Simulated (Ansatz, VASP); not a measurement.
## One calculation of KNbO3, two programs

File INCAR:

```
  ALGO = Normal
  EDIFF = 1E-6
  ENCUT = 600
  GGA = PE
  GGA_COMPAT = False
  ISIF = 2
  ISMEAR = 0
  LASPH = True
  LCHARG = False
  LREAL = False
  LWAVE = False
  NBANDS = 28
  NELM = 120
  PREC = Accurate
  SIGMA = 0.01
```

Contents of KPOINTS:

```
k-points
0
Gamma
  6 6 6
```

The input POSCAR:

```
KNbO3
1.0
    4.1338836089      0.0000000000      0.0000000000
    0.0000000000      4.1338836089      0.0000000000
    0.0000000000      0.0000000000      4.1338836089
K Nb O
1 1 3
Direct
    0.0000000000      0.0000000000      0.0000000000
    0.5000000000      0.5000000000      0.5000000000
    0.0000000000      0.5000000000      0.5000000000
    0.5000000000      0.0000000000      0.5000000000
    0.5000000000      0.5000000000      0.0000000000
```

Input for Ansatz:

```yaml
crystal:
  lattice:
    - [4.133883608855192, 0.0, 0.0]
    - [0.0, 4.133883608855192, 0.0]
    - [0.0, 0.0, 4.133883608855192]
  atoms:
    - { symbol: K, position: [0.0, 0.0, 0.0] }
    - { symbol: Nb, position: [0.5, 0.5, 0.5] }
    - { symbol: O, position: [0.0, 0.5, 0.5] }
    - { symbol: O, position: [0.5, 0.0, 0.5] }
    - { symbol: O, position: [0.5, 0.5, 0.0] }
basis:
  ecutwfc: 420.0
kpoints:
  mp_grid:
    grid: [6, 6, 6]
hamiltonian:
  xc: pbe
scf:
  occupations:
    method: fixed
output:
  stress: true
```

Alike in both runs: task single point; functional PBE; k mesh 6 × 6 × 6; no spin polarisation.

|  | VASP | Ansatz |
| --- | --- | --- |
| version | VASP 6.6.1 | Ansatz 0.2.0 |
| potentials or method | VASP PAW PBE potentials, release 64 (K_sv, Nb_sv, O), cutoff 600 eV | plane waves, PAW |
| occupations | gaussian, width 0.01 eV | fixed |
| valence electrons in the cell | 40 | 40 |

Ansatz gave:

| Quantity | Value |
| --- | --- |
| pressure (GPa) | -11.6 |

Problem. Which values does VASP return?

Solution. Pressure (GPa): -11.8.
